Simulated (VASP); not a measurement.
A run of VASP 6.6.1 is set up as follows.

File INCAR:

```
PREC     = Accurate       # precision mode
ENCUT    = 520            # plane-wave cutoff, eV
EDIFF    = 1E-7           # SCF threshold, eV
ISMEAR   = 0              # smearing method
SIGMA    = 0.05           # smearing width, eV
LREAL    = False          # projectors in reciprocal space
LASPH    = True           # aspherical terms in the spheres
NELM     = 150            # most SCF steps
ALGO     = Normal         # electronic algorithm
ISIF     = 2              # what is computed and relaxed
LWAVE    = False          # write WAVECAR
LCHARG   = False          # write CHGCAR
ISPIN    = 2              # spin polarisation
MAGMOM   = 0 0 1          # initial moments
LORBIT   = 11             # projections on sites
LDIPOL   = True         
IDIPOL   = 3            
DIPOL    = 0.5 0.5 0.314
GGA      = PE             # functional
IVDW     = 12             # dispersion correction
NBANDS   = 16             # bands
```

KPOINTS

```
Automatic mesh
0
Gamma
  9 9 1
```

File POSCAR:

```
As2H
1.0
    3.5713387681      0.0000000000      0.0000000000
   -1.7856693841      3.0928700987      0.0000000000
    0.0000000000      0.0000000000     18.3976402524
As H
2 1
Direct
    0.3333333333      0.6666666667      0.2933876398
    0.6666666667      0.3333333333      0.2174191877
    0.6666666667      0.6666666667      0.4319923720
```

Potentials or basis: VASP PAW PBE potentials, release 64 (As, H).

Launch:

```sh
$ cat potpaw_PBE.64/As/POTCAR potpaw_PBE.64/H/POTCAR > POTCAR
$ mpirun -np 1 vasp_std > vasp.out
```

Task: Estimate the site moments.

Result: As +0.02, +0.04; H +0.36 μB.

Task: What does it give for the net moment?

Result: 1.00 μB per cell.

Task: Predict the dispersion energy per atom.

Result: -0.163 eV.

Task: Estimate the largest force.

Result: 0.201 eV/Å.

Forces in eV/Å, atoms in the order of the input:
```
As   0.035  0.003  0.198
As  -0.027 -0.003 -0.072
H   -0.008  0.001 -0.126
```
